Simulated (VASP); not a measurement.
A run of VASP 6.6.1 is set up as follows.

INCAR

```
  PREC = Accurate
  ENCUT = 600
  EDIFF = 1E-7
  ISMEAR = -1
  SIGMA = 0.1
  LREAL = False
  LASPH = True
  NELM = 120
  ALGO = Normal
  ISIF = 3
  LWAVE = False
  LCHARG = False
  GGA = PE
  IBRION = 2
  NSW = 50
  EDIFFG = -0.01
  GGA_COMPAT = False
  NELMIN = 4
```

Contents of KPOINTS:

```
regular mesh
0
Gamma
  6 6 6
```

File POSCAR:

```
Cu
1.0
    0.0000000000      1.8320750000      1.8320750000
    1.8320750000      0.0000000000      1.8320750000
    1.8320750000      1.8320750000      0.0000000000
Cu
1
Direct
    0.0000000000      0.0000000000      0.0000000000
```

Potentials or basis: VASP PAW PBE potentials, release 64 (Cu).

The run is started by

```sh
$ cat potpaw_PBE.64/Cu/POTCAR > POTCAR
$ mpirun -np 1 vasp_std > vasp.out
```

Task: What does it give for the relaxed cell?

Result: a = 2.577 Å, b = 2.577 Å, c = 2.577 Å, α = 60.00°, β = 60.00°, γ = 60.00°.

Task: Predict the space group after relaxing (to 0.05 Å).

Result: Fm-3m (No. 225).

Task: Estimate the relaxed volume.

Result: 12.10 Å³/atom.

Step by step:
```
step  energy change (eV)  largest force (eV/Å)  pressure (GPa)  volume (Å³)
   1              0.0000                0.0000           -2.12        12.30
   2             -0.0011                0.0000            1.02        12.01
   3             -0.0014                0.0000            0.02        12.10
```

Caveat: the k points lie up to 0.50 Å⁻¹ apart in the final cell.
